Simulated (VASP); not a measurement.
# ScAl2 (Fd-3m) in VASP: further runs, part 2 of 2

VASP 6.6.1. The steps go on from the part before.

## Step 3: Relaxation of volume and atoms at fixed shape, r2SCAN

Contents of POSCAR:

```
ScAl2
1.0
    0.0000000000      3.7776530000      3.7776530000
    3.7776530000      0.0000000000      3.7776530000
    3.7776530000      3.7776530000      0.0000000000
Sc Al
2 4
Direct
    0.5000000000      0.5000000000      0.5000000000
    0.7500000000      0.7500000000      0.7500000000
    0.1250000000      0.1250000000      0.1250000000
    0.6250000000      0.1250000000      0.1250000000
    0.1250000000      0.6250000000      0.1250000000
    0.1250000000      0.1250000000      0.6250000000
```

Contents of INCAR.step1:

```
PREC = Accurate
ENCUT = 600
ISMEAR = -1
SIGMA = 0.05
LREAL = F
LASPH = T
NELM = 80
GGA = PE
ALGO = Normal
EDIFF = 1E-4
LWAVE = T
LCHARG = F
```

Contents of INCAR.step2:

```
PREC = Accurate
ENCUT = 600
EDIFF = 1E-7
ISMEAR = -1
SIGMA = 0.05
LREAL = F
LASPH = T
NELM = 80
ALGO = Normal
ISIF = 8
LWAVE = F
LCHARG = F
METAGGA = R2SCAN
LMIXTAU = T
IBRION = 2
NSW = 60
EDIFFG = -0.03
ISTART = 1
```

Contents of KPOINTS:

```
Automatic mesh
0
Gamma
  4 4 4
```

Potentials or basis: VASP PAW PBE potentials, release 64 (Sc_sv, Al).

On the command line:

```
> cat potpaw_PBE.64/Sc_sv/POTCAR potpaw_PBE.64/Al/POTCAR > POTCAR
> cp INCAR.step1 INCAR
> mpirun -np 1 vasp_std > vasp.out
> cp INCAR.step2 INCAR
> mpirun -np 1 vasp_std > vasp.out
```

OUTCAR:

```text
PREC = Accurate
   ENCUT = 600
   EDIFF = 1E-7
   ISMEAR = -1
   LREAL = F
   LASPH = T
   NELM = 80
   ISIF = 8
   METAGGA = R2SCAN
   IBRION = 2
   NSW = 60
   EDIFFG = -0.03
   ISTART = 1

 ion  position               nearest neighbor table
   1  0.500  0.500  0.500-   6 3.13   3 3.13   3 3.13   4 3.13   5 3.13   3 3.13   6 3.13   4 3.13
                             5 3.13   5 3.13   4 3.13   6 3.13   2 3.27   2 3.27   2 3.27   2 3.27
   2  0.750  0.750  0.750-   6 3.13   5 3.13   4 3.13   3 3.13   3 3.13   3 3.13   4 3.13   4 3.13
                             6 3.13   5 3.13   5 3.13   6 3.13   1 3.27   1 3.27   1 3.27   1 3.27
   3  0.125  0.125  0.125-   4 2.67   5 2.67   6 2.67   6 2.67   5 2.67   4 2.67   1 3.13   2 3.13
                             1 3.13   2 3.13   1 3.13   2 3.13
   4  0.625  0.125  0.125-   3 2.67   6 2.67   5 2.67   3 2.67   5 2.67   6 2.67   1 3.13   2 3.13
                             2 3.13   1 3.13   2 3.13   1 3.13
   5  0.125  0.625  0.125-   3 2.67   6 2.67   3 2.67   4 2.67   6 2.67   4 2.67   1 3.13   2 3.13
                             1 3.13   2 3.13   1 3.13   2 3.13
   6  0.125  0.125  0.625-   3 2.67   3 2.67   4 2.67   5 2.67   5 2.67   4 2.67   1 3.13   2 3.13
                             1 3.13   2 3.13   1 3.13   2 3.13

  LATTYP: Found a face centered cubic cell.
 ALAT       =     7.5553060000

  Lattice vectors:

 A1 = (   0.0000000000,   3.7776530000,   3.7776530000)
 A2 = (   3.7776530000,   0.0000000000,   3.7776530000)
 A3 = (   3.7776530000,   3.7776530000,   0.0000000000)

Analysis of symmetry for initial positions (statically):
=====================================================================
 Subroutine PRICEL returns:
 Original cell was already a primitive cell.

 Routine SETGRP: Setting up the symmetry group for a
 face centered cubic supercell.

 Subroutine GETGRP returns: Found 48 space group operations
 (whereof 24 operations were pure point group operations)
 out of a pool of 48 trial point group operations.

The static configuration has the point symmetry T_d .
[... 129 lines left out ...]
  Thomas-Fermi vector in A             =   2.250894
   LORBIT       =      0    0 simple, 1 ext, 2 COOP (PROOUT), +10 PAW based schemes
   METAGGA = R2SCAN    functional components
   LHFCALC =     F    Hartree Fock is set to
   AEXX    =    0.0000 exact exchange contribution
   IVDW    =     0    specifies the selected vdW correction
   LEPSILON=     F    determine dielectric tensor
   LRPA    =     F    only Hartree local field effects (RPA)
 conjugate gradient relaxation of ions
 non-spin polarized calculation
  energy-cutoff  :      600.00
  volume of cell :      107.82
 maximum number of plane-waves:      3647
 NGX is ok and might be reduce to    48
   NGX = 21   NGY = 21   NGZ = 21

 number of electron      33.9999998 magnetization

 Free energy of the ion-electron system (eV)
  ---------------------------------------------------
  ext. energy  EPLUGINS =         0.00000000
  ---------------------------------------------------
  free energy    TOTEN  =       -53.03847710 eV

  energy without entropy =      -53.01916307  energy(sigma->0) =      -53.02882008

 E-fermi :   6.6706     XC(G=0): -11.0230

 val. band max:        6.5925659832   @ k =   0.5000   0.2500   0.0000
 cond. band min:       6.8460415721   @ k =   0.5000   0.5000   0.0000
 fundamental gap:      0.2534755889
 Fermi energy:         6.6705752504

 k-point     1 :       0.0000    0.0000    0.0000
  band No.  band energies     occupation
      1     -44.9373      2.00000
      2     -44.8963      2.00000
      3     -22.6494      2.00000
      4     -22.6494      2.00000
      5     -22.6494      2.00000
      6     -22.5384      2.00000
[... 181 lines left out ...]
     20       7.7166      0.00000
     21       8.6113      0.00000

------------------------ aborting loop because EDIFF is reached ----------------------------------------

  FORCE on cell =-STRESS in cart. coord.  units (eV):
  Direction    XX          YY          ZZ          XY          YZ          ZX
  --------------------------------------------------------------------------------------
  -------------------------------------------------------------------------------------
  Total        0.1098574      0.1098574      0.1098574      0.0000000      0.0000000      0.0000000
  in kB        1.6324639      1.6324639      1.6324639      0.0000000      0.0000000      0.0000000
  external PRESSURE =       1.6324639 kB  Pullay stress =       0.0000000 kB

 VOLUME and BASIS-vectors are now :
 -----------------------------------------------------------------------------
  energy-cutoff  :      600.00
  volume of cell :      107.82
      direct lattice vectors                 reciprocal lattice vectors
     0.000000000  3.777653000  3.777653000    -0.132357313  0.132357313  0.132357313
     3.777653000  0.000000000  3.777653000     0.132357313 -0.132357313  0.132357313
     3.777653000  3.777653000  0.000000000     0.132357313  0.132357313 -0.132357313

 POSITION                                       TOTAL-FORCE (eV/Angst)
 -----------------------------------------------------------------------------------
      3.77765      3.77765      3.77765         0.000000     -0.000000     -0.000000
      5.66648      5.66648      5.66648         0.000000     -0.000000      0.000000
      0.94441      0.94441      0.94441        -0.000000      0.000000     -0.000000
      0.94441      2.83324      2.83324        -0.000000      0.000000     -0.000000
      2.83324      0.94441      2.83324        -0.000000      0.000000     -0.000000
      2.83324      2.83324      0.94441        -0.000000      0.000000     -0.000000
 -----------------------------------------------------------------------------------
    total drift:                               -0.000000     -0.000000     -0.000000

  FREE ENERGIE OF THE ION-ELECTRON SYSTEM (eV)
  ---------------------------------------------------
  free  energy   TOTEN  =       -53.0384770979 eV

  energy  without entropy=      -53.0191630666  energy(sigma->0) =      -53.02882008

 reached required accuracy - stopping structural energy minimisation
```

OUTCAR.step1:

```text
PREC = Accurate
   ENCUT = 600
   ISMEAR = -1
   LREAL = F
   LASPH = T
[... 416 lines left out ...]
      0.94441      0.94441      0.94441        -0.000000     -0.000000      0.000000
      0.94441      2.83324      2.83324        -0.000000     -0.000000      0.000000
      2.83324      0.94441      2.83324        -0.000000     -0.000000      0.000000
      2.83324      2.83324      0.94441        -0.000000     -0.000000      0.000000
 -----------------------------------------------------------------------------------
    total drift:                               -0.000000     -0.000000     -0.000000

  FREE ENERGIE OF THE ION-ELECTRON SYSTEM (eV)
  ---------------------------------------------------
  free  energy   TOTEN  =       -30.5048630201 eV

  energy  without entropy=      -30.4842303322  energy(sigma->0) =      -30.49454668
```

OSZICAR.step1:

```text
N       E                     dE             d eps       ncg     rms          rms(c)
DAV:   1     0.469491121381E+03    0.46949E+03   -0.15810E+04   344   0.168E+03
DAV:   2     0.190183752989E+02   -0.45047E+03   -0.44454E+03   536   0.621E+02
DAV:   3    -0.317569645665E+02   -0.50775E+02   -0.49460E+02   560   0.212E+02
DAV:   4    -0.338401356341E+02   -0.20832E+01   -0.20454E+01   544   0.391E+01
DAV:   5    -0.338873049110E+02   -0.47169E-01   -0.46863E-01   536   0.546E+00    0.100E+01
DAV:   6    -0.306061928056E+02    0.32811E+01   -0.19084E+01   528   0.346E+01    0.311E+00
DAV:   7    -0.305495919981E+02    0.56601E-01   -0.41791E-01   534   0.599E+00    0.190E+00
DAV:   8    -0.305054453683E+02    0.44147E-01   -0.81397E-02   512   0.243E+00    0.362E-01
DAV:   9    -0.305049789135E+02    0.46645E-03   -0.67816E-03   523   0.949E-01    0.136E-01
DAV:  10    -0.305048707536E+02    0.10816E-03   -0.34994E-04   384   0.182E-01    0.450E-02
DAV:  11    -0.305048630201E+02    0.77335E-05   -0.59199E-05   287   0.118E-01
   1 F= -.30504863E+02 E0= -.30494547E+02  d E =-.206327E-01
```

It took 3.7 min on 1 thread of Oxide Virtual Turin-like, shared host; peak memory 0.32 GiB.

Results:

* Free energy: -53.0385 eV
* Pressure after relaxing: 0.2 GPa
* Band gap on the k mesh: zero (band 17 reaches 7.32 eV, above the bottom of band 18 at 4.73 eV)

Final structure:
```cif
data_structure
_symmetry_space_group_name_H-M 'P 1'
_symmetry_Int_Tables_number 1
_cell_length_a 5.3424
_cell_length_b 5.3424
_cell_length_c 5.3424
_cell_angle_alpha 60.000
_cell_angle_beta 60.000
_cell_angle_gamma 60.000
_cell_volume 107.82
loop_
_atom_site_label
_atom_site_type_symbol
_atom_site_fract_x
_atom_site_fract_y
_atom_site_fract_z
_atom_site_occupancy
Sc1 Sc 0.50000 0.50000 0.50000 1
Sc2 Sc 0.75000 0.75000 0.75000 1
Al1 Al 0.12500 0.12500 0.12500 1
Al2 Al 0.62500 0.12500 0.12500 1
Al3 Al 0.12500 0.62500 0.12500 1
Al4 Al 0.12500 0.12500 0.62500 1
```

Caveat: the k points lie up to 0.36 Å⁻¹ apart in the final cell; the relaxation stopped at its first step, so nothing moved; the PAW data sets were made with another functional, which shifts forces and pressure a little.
